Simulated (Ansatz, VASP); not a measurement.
Ga: VASP beside Ansatz

```
CELL_PARAMETERS angstrom
2.26150 -3.83050 0.00000
2.26150 3.83050 0.00000
0.00000 0.00000 4.52400
ATOMIC_POSITIONS crystal
Ga 0.35757 0.64982 0.41385
Ga 0.14332 0.83858 0.91636
Ga 0.65595 0.34610 0.59843
Ga 0.85130 0.16278 0.08640
```

Change from the starting cell: atoms moved at random, drawn with an rms of 0.05 Å.

Alike in both runs: task single point; functional PBEsol; k mesh 7 × 7 × 6; occupations fermi-dirac, width 0.05 eV; no spin polarisation.

|  | VASP | Ansatz |
| --- | --- | --- |
| version | VASP 6.6.1 | Ansatz 0.2.0 |
| potentials or method | VASP PAW PBE potentials, release 64 (Ga_d), cutoff 520 eV | all-electron LAPW, scalar-relativistic |

|  | VASP | Ansatz | Ansatz less VASP |
| --- | --- | --- | --- |
| gap on the k mesh at the Fermi level (eV) | none | none | - |
| pressure (GPa) | -1.4 | -1.5 | -0.04 |
| traceless stress, the component that is largest in VASP (GPa) | 0.82 | 0.82 | +0.002 |
| rms of the force components (eV/Å) | 0.206 | 0.207 | +0.0014 |

VASP's potentials were made for PBE, not for PBEsol. Atom by atom the forces differ by 0.002 eV/Å (rms over components). A gap of «none» marks a metal or a gap that the smearing closes. Ansatz ran all-electron here, and VASP with PAW potentials.
